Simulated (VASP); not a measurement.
# YS (Fm-3m) in VASP: a series of runs, part 2 of 2

VASP 6.6.1. The steps go on from the part before.

### 4 Electric field gradients, LDA

This run uses another cell than the first one, of 20.65 Å³/atom, 1.020 times its volume.

File INCAR:

```
PREC = Accurate ; ENCUT = 520
EDIFF = 1E-8 ; ISMEAR = -1
SIGMA = 0.01 ; LREAL = F
LASPH = T ; NELM = 60
ALGO = Normal ; ISIF = 2
LWAVE = F ; LCHARG = F
GGA = CA ; LEFG = T
NBANDS = 16
```

File KPOINTS:

```
regular mesh
0
Gamma
  8 8 8
```

File POSCAR:

```
YS
1.0
    0.0000000000      2.7436500000      2.7436500000
    2.7436500000      0.0000000000      2.7436500000
    2.7436500000      2.7436500000      0.0000000000
Y S
1 1
Direct
    0.5000000000      0.5000000000      0.5000000000
    0.0000000000      0.0000000000      0.0000000000
```

Potentials or basis: VASP PAW LDA potentials, release 64 (Y_sv, S).

Run with:

```console
$ cat potpaw_LDA.64/Y_sv/POTCAR potpaw_LDA.64/S/POTCAR > POTCAR
$ mpirun -np 1 vasp_std > vasp.out
```

OUTCAR:

```text
PREC = Accurate
   ENCUT = 520
   EDIFF = 1E-8
   ISMEAR = -1
   LREAL = F
   LASPH = T
   NELM = 60
   ISIF = 2
   GGA = CA

 ion  position               nearest neighbor table
   1  0.500  0.500  0.500-   2 2.74   2 2.74   2 2.74   2 2.74   2 2.74   2 2.74
   2  0.000  0.000  0.000-   1 2.74   1 2.74   1 2.74   1 2.74   1 2.74   1 2.74

  LATTYP: Found a face centered cubic cell.
 ALAT       =     5.4873000000

  Lattice vectors:

 A1 = (   0.0000000000,   2.7436500000,   2.7436500000)
 A2 = (   2.7436500000,   0.0000000000,   2.7436500000)
 A3 = (   2.7436500000,   2.7436500000,   0.0000000000)

Analysis of symmetry for initial positions (statically):
=====================================================================
 Subroutine PRICEL returns:
 Original cell was already a primitive cell.

 Routine SETGRP: Setting up the symmetry group for a
 face centered cubic supercell.

 Subroutine GETGRP returns: Found 48 space group operations
[... 643 lines left out ...]
  volume of cell :       41.31
      direct lattice vectors                 reciprocal lattice vectors
     0.000000000  2.743650000  2.743650000    -0.182238988  0.182238988  0.182238988
     2.743650000  0.000000000  2.743650000     0.182238988 -0.182238988  0.182238988
     2.743650000  2.743650000  0.000000000     0.182238988  0.182238988 -0.182238988

 POSITION                                       TOTAL-FORCE (eV/Angst)
 -----------------------------------------------------------------------------------
      2.74365      2.74365      2.74365         0.000000      0.000000      0.000000
      0.00000      0.00000      0.00000        -0.000000     -0.000000     -0.000000
 -----------------------------------------------------------------------------------
    total drift:                                0.000000     -0.000000      0.000000

  FREE ENERGIE OF THE ION-ELECTRON SYSTEM (eV)
  ---------------------------------------------------
  free  energy   TOTEN  =       -16.0164348150 eV

  energy  without entropy=      -16.0157771857  energy(sigma->0) =      -16.01610600

 Electric field gradients (V/A^2)
---------------------------------------------------------------------
 ion       V_xx      V_yy      V_zz      V_xy      V_xz      V_yz
---------------------------------------------------------------------
   1      -0.000    -0.000     0.000    -0.000    -0.000    -0.000
   2       0.000    -0.000    -0.000    -0.000    -0.000    -0.000
---------------------------------------------------------------------

 Electric field gradients after diagonalization (V/A^2)
 (convention: |V_zz| > |V_xx| > |V_yy|)
----------------------------------------------------------------------
 ion       V_xx      V_yy      V_zz     asymmetry (V_yy - V_xx)/ V_zz
----------------------------------------------------------------------
   1       0.000     0.000    -0.000       0.000
   2       0.000     0.000    -0.000       0.000
----------------------------------------------------------------------

           NMR quadrupolar parameters

 Cq : quadrupolar parameter    Cq=e*Q*V_zz/h
 eta: asymmetry parameters     (V_yy - V_xx)/ V_zz
 Q  : nuclear electric quadrupole moment in mb (millibarn)
----------------------------------------------------------------------
 ion       Cq(MHz)       eta       Q (mb)
----------------------------------------------------------------------
   1      -0.000       0.000       1.000
   2      -0.000       0.000       1.000
----------------------------------------------------------------------
```

OSZICAR:

```text
N       E                     dE             d eps       ncg     rms          rms(c)
DAV:   1     0.587946797257E+02    0.58795E+02   -0.77938E+03   936   0.955E+02
DAV:   2    -0.126541468961E+02   -0.71449E+02   -0.67392E+02  1224   0.216E+02
DAV:   3    -0.167276143541E+02   -0.40735E+01   -0.40460E+01  1448   0.389E+01
DAV:   4    -0.168278440109E+02   -0.10023E+00   -0.10021E+00  1128   0.572E+00
DAV:   5    -0.168297644245E+02   -0.19204E-02   -0.19204E-02  1336   0.657E-01    0.269E+01
DAV:   6    -0.160891211184E+02    0.74064E+00   -0.10113E+00  1088   0.634E+00    0.199E+01
DAV:   7    -0.160282827269E+02    0.60838E-01   -0.37646E-01  1376   0.383E+00    0.638E+00
DAV:   8    -0.160172470643E+02    0.11036E-01   -0.76820E-02  1096   0.171E+00    0.523E-01
DAV:   9    -0.160165507323E+02    0.69633E-03   -0.57465E-03  1056   0.493E-01    0.218E-01
DAV:  10    -0.160164473086E+02    0.10342E-03   -0.29781E-04  1144   0.144E-01    0.149E-01
DAV:  11    -0.160164408961E+02    0.64124E-05   -0.17479E-04  1200   0.887E-02    0.110E-01
DAV:  12    -0.160164349194E+02    0.59768E-05   -0.30428E-05  1088   0.406E-02    0.334E-02
DAV:  13    -0.160164350736E+02   -0.15423E-06   -0.17480E-06  1144   0.971E-03    0.147E-02
DAV:  14    -0.160164348156E+02    0.25805E-06   -0.78647E-07  1096   0.638E-03    0.552E-03
DAV:  15    -0.160164348150E+02    0.56548E-09   -0.56018E-08  1120   0.174E-03
   1 F= -.16016435E+02 E0= -.16016106E+02  d E =-.657629E-03
```

stdout:

```text
POSCAR found type information on POSCAR Y S
 POSCAR found :  2 types and       2 ions
 scaLAPACK will be used
 LDA part: xc-table for (Slater(with rela. corr.)+CA(PZ))
 , standard interpolation
 POSCAR, INCAR and KPOINTS ok, starting setup
 FFT: planning ... GRIDC
 FFT: planning ... GRID_SOFT
 FFT: planning ... GRID
 WAVECAR not read
 entering main loop
ion   1

ion   2
```

Wall time 46 s (1 thread of Intel Xeon 8259CL, shared host); peak memory 0.17 GiB.

What came out:

```yaml
Free_energy: -16.0164 eV
Pressure: -3.8 GPa
```

Caveat: without QUAD_EFG the Cq values of the log hold for a quadrupole moment of 1 mb, not for the nuclei.

### 5 Electric field gradients, LDA (volume scaled by 1.01)

File INCAR:

```
SYSTEM = YS
PREC = Accurate ; ENCUT = 520
EDIFF = 1E-8 ; ISMEAR = -1
SIGMA = 0.01 ; LREAL = .False.
LASPH = .True. ; NELM = 100
ALGO = Normal ; ISIF = 2
LWAVE = .False. ; LCHARG = .False.
LEFG = .True. ; NBANDS = 16
```

File KPOINTS:

```
regular mesh
0
Gamma
  8 8 8
  0 0 0
```

File POSCAR:

```
YS
1.0
    0.0000000000      2.7527651832      2.7527651832
    2.7527651832      0.0000000000      2.7527651832
    2.7527651832      2.7527651832      0.0000000000
Y S
1 1
Direct
    0.5000000000      0.5000000000      0.5000000000
    0.0000000000      0.0000000000      0.0000000000
```

Potentials or basis: VASP PAW LDA potentials, release 64 (Y_sv, S).

Run with:

```console
$ cat potpaw_LDA.64/Y_sv/POTCAR potpaw_LDA.64/S/POTCAR > POTCAR
$ mpirun -np 1 vasp_std > vasp.out
```

OUTCAR:

```text
SYSTEM = YS
   PREC = Accurate
   ENCUT = 520
   EDIFF = 1E-8
   ISMEAR = -1
   LREAL = .False.
   LASPH = .True.
   NELM = 100
   ISIF = 2

 ion  position               nearest neighbor table
   1  0.500  0.500  0.500-   2 2.75   2 2.75   2 2.75   2 2.75   2 2.75   2 2.75
   2  0.000  0.000  0.000-   1 2.75   1 2.75   1 2.75   1 2.75   1 2.75   1 2.75

  LATTYP: Found a face centered cubic cell.
 ALAT       =     5.5055303664

  Lattice vectors:

 A1 = (   0.0000000000,   2.7527651832,   2.7527651832)
 A2 = (   2.7527651832,   0.0000000000,   2.7527651832)
 A3 = (   2.7527651832,   2.7527651832,   0.0000000000)

Analysis of symmetry for initial positions (statically):
=====================================================================
 Subroutine PRICEL returns:
 Original cell was already a primitive cell.

 Routine SETGRP: Setting up the symmetry group for a
 face centered cubic supercell.

 Subroutine GETGRP returns: Found 48 space group operations
 (whereof 48 operations were pure point group operations)
 out of a pool of 48 trial point group operations.

The static configuration has the point symmetry O_h .

Analysis of symmetry for dynamics (positions and initial velocities):
=====================================================================
 Subroutine PRICEL returns:
 Original cell was already a primitive cell.

 Routine SETGRP: Setting up the symmetry group for a
 face centered cubic supercell.

 Subroutine GETGRP returns: Found 48 space group operations
 (whereof 48 operations were pure point group operations)
 out of a pool of 48 trial point group operations.

The dynamic configuration has the point symmetry O_h .
[... 151 lines left out ...]
 fundamental gap:      0.0377030512
 Fermi energy:         6.5803011288

 k-point     1 :       0.0000    0.0000    0.0000
  band No.  band energies     occupation
      1     -36.5515      2.00000
      2     -16.6105      2.00000
      3     -16.6105      2.00000
      4     -16.6105      2.00000
      5      -8.3839      2.00000
      6       3.2380      2.00000
[... 433 lines left out ...]
      3     -16.7376      2.00000
      4     -16.6770      2.00000
      5      -7.2861      2.00000
      6       0.1740      2.00000
[... 8 lines left out ...]
     15      13.9389      0.00000
     16      14.2529      0.00000

 [... further k-points ...]
[... 5 lines left out ...]
  --------------------------------------------------------------------------------------
  -------------------------------------------------------------------------------------
  Total       -1.2159891     -1.2159891     -1.2159891     -0.0000000     -0.0000000      0.0000000
  in kB      -46.6984809    -46.6984809    -46.6984809     -0.0000000     -0.0000000      0.0000000
  external PRESSURE =     -46.6984809 kB  Pullay stress =       0.0000000 kB

 VOLUME and BASIS-vectors are now :
 -----------------------------------------------------------------------------
  energy-cutoff  :      520.00
  volume of cell :       41.72
      direct lattice vectors                 reciprocal lattice vectors
     0.000000000  2.752765183  2.752765183    -0.181635543  0.181635543  0.181635543
     2.752765183  0.000000000  2.752765183     0.181635543 -0.181635543  0.181635543
     2.752765183  2.752765183  0.000000000     0.181635543  0.181635543 -0.181635543

 POSITION                                       TOTAL-FORCE (eV/Angst)
 -----------------------------------------------------------------------------------
      2.75277      2.75277      2.75277         0.000000      0.000000     -0.000000
      0.00000      0.00000      0.00000         0.000000      0.000000      0.000000
 -----------------------------------------------------------------------------------
    total drift:                                0.000000     -0.000000      0.000000

  FREE ENERGIE OF THE ION-ELECTRON SYSTEM (eV)
  ---------------------------------------------------
  free  energy   TOTEN  =       -16.0056404833 eV

  energy  without entropy=      -16.0049807730  energy(sigma->0) =      -16.00531063

 Electric field gradients (V/A^2)
---------------------------------------------------------------------
 ion       V_xx      V_yy      V_zz      V_xy      V_xz      V_yz
---------------------------------------------------------------------
   1      -0.000     0.000    -0.000    -0.000    -0.000    -0.000
   2       0.000    -0.000     0.000    -0.000    -0.000    -0.000
---------------------------------------------------------------------

 Electric field gradients after diagonalization (V/A^2)
 (convention: |V_zz| > |V_xx| > |V_yy|)
----------------------------------------------------------------------
 ion       V_xx      V_yy      V_zz     asymmetry (V_yy - V_xx)/ V_zz
----------------------------------------------------------------------
   1       0.000     0.000    -0.000       0.000
   2       0.000     0.000    -0.001       0.000
----------------------------------------------------------------------

           NMR quadrupolar parameters

 Cq : quadrupolar parameter    Cq=e*Q*V_zz/h
 eta: asymmetry parameters     (V_yy - V_xx)/ V_zz
 Q  : nuclear electric quadrupole moment in mb (millibarn)
----------------------------------------------------------------------
 ion       Cq(MHz)       eta       Q (mb)
----------------------------------------------------------------------
   1      -0.000       0.000       1.000
   2      -0.000       0.000       1.000
----------------------------------------------------------------------
```

OSZICAR:

```text
N       E                     dE             d eps       ncg     rms          rms(c)
DAV:   1     0.583584835025E+02    0.58358E+02   -0.76465E+03   928   0.949E+02
DAV:   2    -0.131232153152E+02   -0.71482E+02   -0.67712E+02  1224   0.216E+02
DAV:   3    -0.167458199542E+02   -0.36226E+01   -0.35986E+01  1432   0.364E+01
DAV:   4    -0.168235566526E+02   -0.77737E-01   -0.77724E-01  1136   0.487E+00
DAV:   5    -0.168253092041E+02   -0.17526E-02   -0.17525E-02  1328   0.609E-01    0.263E+01
DAV:   6    -0.160790878881E+02    0.74622E+00   -0.10139E+00  1096   0.633E+00    0.195E+01
DAV:   7    -0.160171675491E+02    0.61920E-01   -0.37823E-01  1376   0.380E+00    0.644E+00
DAV:   8    -0.160065459421E+02    0.10622E-01   -0.77903E-02  1072   0.169E+00    0.535E-01
DAV:   9    -0.160057909902E+02    0.75495E-03   -0.61063E-03  1056   0.499E-01    0.215E-01
DAV:  10    -0.160056443683E+02    0.14662E-03   -0.39851E-04  1152   0.167E-01    0.140E-01
DAV:  11    -0.160056459328E+02   -0.15645E-05   -0.13460E-04  1216   0.787E-02    0.891E-02
DAV:  12    -0.160056406242E+02    0.53085E-05   -0.22570E-05  1080   0.344E-02    0.370E-02
DAV:  13    -0.160056405478E+02    0.76410E-07   -0.14143E-06  1208   0.905E-03    0.131E-02
DAV:  14    -0.160056404838E+02    0.64051E-07   -0.24645E-07  1104   0.360E-03    0.329E-03
DAV:  15    -0.160056404833E+02    0.46953E-09   -0.19003E-08  1072   0.106E-03
   1 F= -.16005640E+02 E0= -.16005311E+02  d E =-.659710E-03
```

It took 44 s on 1 thread of Intel Xeon 8259CL, shared host; peak memory 0.17 GiB.

Results:

```yaml
Free_energy: -16.0056 eV
Pressure: -4.7 GPa
```

Levels at points of the mesh, in eV from the Fermi level:
| k point | band 7 | band 8 | band 9 | band 10 | band 11 | band 12 |
| --- | --- | --- | --- | --- | --- | --- |
| (0.00, 0.00, 0.00) | -3.34 | -3.34 | -0.19 | -0.19 | -0.19 | 0.64 |
| (0.50, 0.00, 0.00) | -5.19 | -5.19 | 2.06 | 2.65 | 2.73 | 2.73 |
| (0.50, 0.50, 0.00) | -4.04 | -4.04 | -2.32 | 1.87 | 3.09 | 3.75 |

Caveat: the cell differs from its parent crystal (volume scaled by 1.01); without QUAD_EFG the Cq values of the log hold for a quadrupole moment of 1 mb, not for the nuclei.

### 6 Summary

```tsv
cell	gap on the mesh (eV)	pressure (GPa)
a = 3.854 Å, angles 60.0°, 2 atoms	none	-1.8
a = 3.880 Å, angles 60.0°, 2 atoms	none	-3.8
a = 3.893 Å, angles 60.0°, 2 atoms	none	-4.7
```

Alike in all rows: task electric field gradients; level LDA; potentials or basis VASP PAW LDA potentials, release 64 (Y_sv, S); no spin polarisation; k mesh 8 × 8 × 8; cutoff (eV) 520; smearing fermi-dirac 0.01 eV.

Absolute energies hang on the potentials; compare differences alone.
